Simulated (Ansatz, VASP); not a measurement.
# GaAs: VASP beside Ansatz

File INCAR:

```
SYSTEM = GaAs
ALGO = Normal
EDIFF = 1E-6
ENCUT = 500
GGA = CA
GGA_COMPAT = .FALSE.
ISIF = 2
ISMEAR = 0
LASPH = .TRUE.
LCHARG = .TRUE.
LELF = .TRUE.
LREAL = .FALSE.
LVHAR = .TRUE.
LWAVE = .FALSE.
NBANDS = 16
NELM = 120
PREC = Accurate
SIGMA = 0.01
```

The input KPOINTS:

```
k-points
0
G
  8 8 8
  0 0 0
```

POSCAR

```
GaAs
1.0
    0.0000000000      2.8265000000      2.8265000000
    2.8265000000      0.0000000000      2.8265000000
    2.8265000000      2.8265000000      0.0000000000
Ga As
1 1
Direct
    0.0000000000      0.0000000000      0.0000000000
    0.2500000000      0.2500000000      0.2500000000
```

Input for Ansatz:

```yaml
crystal:
  lattice:
    - [0.0, 2.8265, 2.8265]
    - [2.8265, 0.0, 2.8265]
    - [2.8265, 2.8265, 0.0]
  atoms:
    - { symbol: Ga, position: [0.0, 0.0, 0.0] }
    - { symbol: As, position: [0.25, 0.25, 0.25] }
scf:
  occupations: { method: fixed }
  n_extra_bands: 8
output:
  eigenvalues: true
kpoints:
  mp_grid: { grid: [8, 8, 8] }
hamiltonian:
  xc: lda
```

Alike in both runs: task single point; functional LDA; k mesh 8 × 8 × 8; no spin polarisation.

|  | VASP | Ansatz |
| --- | --- | --- |
| version | VASP 6.6.1 | Ansatz 0.2.0 |
| potentials or method | VASP PAW LDA potentials, release 64 (Ga_d, As) | scalar-relativistic, plane waves, PAW |
| plane-wave cutoff (eV) | 500 | 420 |
| occupations | gaussian, width 0.01 eV | fixed |
| valence electrons in the cell | 18 | 28 |

|  | VASP | Ansatz | Ansatz less VASP |
| --- | --- | --- | --- |
| gap on the k mesh at the Fermi level (eV) | 0.33 | 0.29 | -0.048 |
| least direct gap on the mesh (eV) | 0.33 | 0.29 | -0.048 |

LDA's correlation is that of Perdew and Zunger in VASP and of Perdew and Wang (1992) in Ansatz. VASP's potentials hold 18 valence electrons a cell and Ansatz's 28, so a difference there can come from the potentials and not from the codes.
